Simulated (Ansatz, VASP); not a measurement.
# ZrS2 in VASP and in Ansatz

File INCAR:

```
SYSTEM = ZrS2
PREC = Accurate ; ENCUT = 500
EDIFF = 1E-6 ; ISMEAR = -1
SIGMA = 0.02 ; LREAL = .False.
LASPH = .True. ; NELM = 120
ALGO = Normal ; ISIF = 2
LWAVE = .False. ; LCHARG = .True.
GGA = PE ; LELF = .True.
LVHAR = .True. ; NBANDS = 19
GGA_COMPAT = .False.
```

Contents of KPOINTS:

```
Automatic mesh
0
Gamma
  12 12 4
  0 0 0
```

POSCAR

```
ZrS2
1.0
    3.7846310575      0.0000000000      0.0000000000
   -1.8923155287      3.2775866398      0.0000000000
    0.0000000000      0.0000000000      5.7690034300
Zr S
1 2
Direct
    0.0000000000      0.0000000000      0.0000000000
    0.3333333333      0.6666666667      0.2409644600
    0.6666666667      0.3333333333      0.7590355400
```

Input for Ansatz:

```yaml
crystal:
  lattice:
    - [3.7846310575, 0.0, 0.0]
    - [-1.8923155287, 3.2775866398, 0.0]
    - [0.0, 0.0, 5.76900343]
  atoms:
    - { symbol: Zr, position: [0.0, 0.0, 0.0] }
    - { symbol: S, position: [0.3333333333, 0.6666666667, 0.24096446] }
    - { symbol: S, position: [0.6666666667, 0.3333333333, 0.75903554] }
kpoints:
  mp_grid: { grid: [12, 12, 4] }
  band_path:
    path:
      - [0.0, 0.0, 0.0]
      - [0.5, 0.0, 0.0]
      - [0.3333333333, 0.3333333333, 0.0]
      - [0.0, 0.0, 0.5]
      - [0.5, 0.0, 0.5]
      - [0.3333333333, 0.3333333333, 0.5]
      - [-0.020833, 0.010417, 0.0]
      - [0.0, 0.5, 0.5]
    npoints: 1
hamiltonian:
  xc: pbe
scf:
  occupations: { method: fermi_dirac, width: 0.02 }
  n_extra_bands: 4
output:
  forces: true
  stress: true
  eigenvalues: true
```

Change from the starting cell: epitaxial_xy strain +3.0%.

Alike in both runs: task single point; functional PBE; k mesh 12 × 12 × 4; occupations fermi-dirac, width 0.02 eV; no spin polarisation.

|  | VASP | Ansatz |
| --- | --- | --- |
| version | VASP 6.6.1 | Ansatz 0.2.0 |
| potentials or method | VASP PAW PBE potentials, release 64 (Zr_sv, S) | plane waves, PAW |
| plane-wave cutoff (eV) | 500 | 420 |
| valence electrons in the cell | 24 | 24 |

```tsv
	VASP	Ansatz	Ansatz less VASP
gap on the k mesh at the Fermi level (eV)	1.01	1.01	-0.002
pressure (GPa)	-1.6	-1.6	+0.03
traceless stress, the component that is largest in VASP (GPa)	3.38	3.35	-0.033
rms of the force components (eV/Å)	0.010	0.007	-0.0034
```

Atom by atom the forces differ by 0.003 eV/Å (rms over components).
